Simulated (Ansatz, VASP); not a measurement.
**CsLiCr2Te2S3 in VASP and in Ansatz**

Contents of INCAR:

```
SYSTEM = CsLiCr2Te2S3
ALGO     = Normal         ! electronic algorithm
EDIFF    = 1E-7           ! SCF threshold, eV
ENCUT    = 520            ! plane-wave cutoff, eV
GGA      = RP             ! functional
ISIF     = 2              ! what is computed and relaxed
ISMEAR   = -1             ! smearing method
ISPIN    = 2              ! spin polarisation
LASPH    = .True.         ! aspherical terms in the spheres
LCHARG   = .True.         ! write CHGCAR
LELF     = .True.         ! ELF
LMAXMIX  = 4              ! l up to which the mixer works
LORBIT   = 11             ! projections on sites
LREAL    = .False.        ! projectors in reciprocal space
LVHAR    = .True.       
LWAVE    = .False.        ! write WAVECAR
MAGMOM   = 0 0 3 3 0 0 0 0 0 ! initial moments
NBANDS   = 47             ! bands
NELM     = 150            ! most SCF steps
PREC     = Accurate       ! precision mode
SIGMA    = 0.05           ! smearing width, eV
```

The input KPOINTS:

```
k-points
0
Gamma
  4 4 4
  0 0 0
```

The input POSCAR:

```
CsLiCr2Te2S3
1.0
    3.3192900000      1.9163900000      6.8798200000
   -3.3192900000      1.9163900000      6.8798200000
    0.0000000000     -3.8327900000      6.8798200000
Cs Li Cr Te S
1 1 2 2 3
Direct
    0.0000000000      0.0000000000      0.0000000000
    0.5000000000      0.5000000000      0.5000000000
    0.7984800000      0.7984800000      0.7984800000
    0.2015200000      0.2015200000      0.2015200000
    0.6799000000      0.6799000000      0.6799000000
    0.3201000000      0.3201000000      0.3201000000
    0.1362600000      0.8637400000      0.5000000000
    0.5000000000      0.1362600000      0.8637400000
    0.8637400000      0.5000000000      0.1362600000
```

Contents of input.yaml:

```yaml
crystal:
  lattice:
    - [3.31929, 1.91639, 6.87982]
    - [-3.31929, 1.91639, 6.87982]
    - [0.0, -3.83279, 6.87982]
  atoms:
    - { symbol: Cs, position: [0.0, 0.0, 0.0] }
    - { symbol: Li, position: [0.5, 0.5, 0.5] }
    - { symbol: Cr, position: [0.79848, 0.79848, 0.79848], spin: 3.0 }
    - { symbol: Cr, position: [0.20152, 0.20152, 0.20152], spin: 3.0 }
    - { symbol: Te, position: [0.6799, 0.6799, 0.6799] }
    - { symbol: Te, position: [0.3201, 0.3201, 0.3201] }
    - { symbol: S, position: [0.13626, 0.86374, 0.5] }
    - { symbol: S, position: [0.5, 0.13626, 0.86374] }
    - { symbol: S, position: [0.86374, 0.5, 0.13626] }
kpoints:
  mp_grid: { grid: [4, 4, 4] }
  band_path:
    path:
      - [0.0, 0.0, 0.0]
      - [0.5, 0.0, 0.0]
      - [0.5, 0.2183944418, -0.2183944418]
    npoints: 12
scf:
  occupations: { method: fermi_dirac, width: 0.05 }
hamiltonian:
  xc: rpbe
  pseudopotentials: { kind: all_electron, lapw: { basis_error: 0.002 } }
magnetization:
  spin_polarized: true
output:
  forces: true
  stress: true
  eigenvalues: true
```

Alike in both runs: functional RPBE; k mesh 4 × 4 × 4; occupations fermi-dirac, width 0.05 eV; collinear spin.

|  | VASP | Ansatz |
| --- | --- | --- |
| version | VASP 6.6.1 | Ansatz 0.2.0 |
| potentials or method | VASP PAW PBE potentials, release 64 (Cs_sv, Li_sv, Cr_pv, Te, S), cutoff 520 eV | all-electron LAPW, scalar-relativistic |
| task | single point | band structure |

Ansatz gave:

```
gap on the k mesh at the Fermi level (eV)                     : none
rms of the force components (eV/Å)                            : 0.053
net moment per atom (μB)                                      : 0.44
size of the moment on the site where the two differ most (μB) : 2.30
```

Estimate VASP's values.

gap on the k mesh at the Fermi level (eV): none; rms of the force components (eV/Å): 0.052; net moment per atom (μB): 0.44; size of the moment on the site where the two differ most (μB): 2.38.

VASP's potentials were made for PBE, not for RPBE. Site moments also hang on the region over which each program counts them. Atom by atom the forces differ by 0.001 eV/Å (rms over components). A gap of «none» marks a metal or a gap that the smearing closes. Ansatz ran all-electron here, and VASP with PAW potentials.

Neither program's run includes spin-orbit coupling. Noted on VASP's run: the cutoff is short for stress, so the pressure is rough. Noted on Ansatz's run: the k mesh is thin for a metal, which can move the energy by tens of meV per atom.
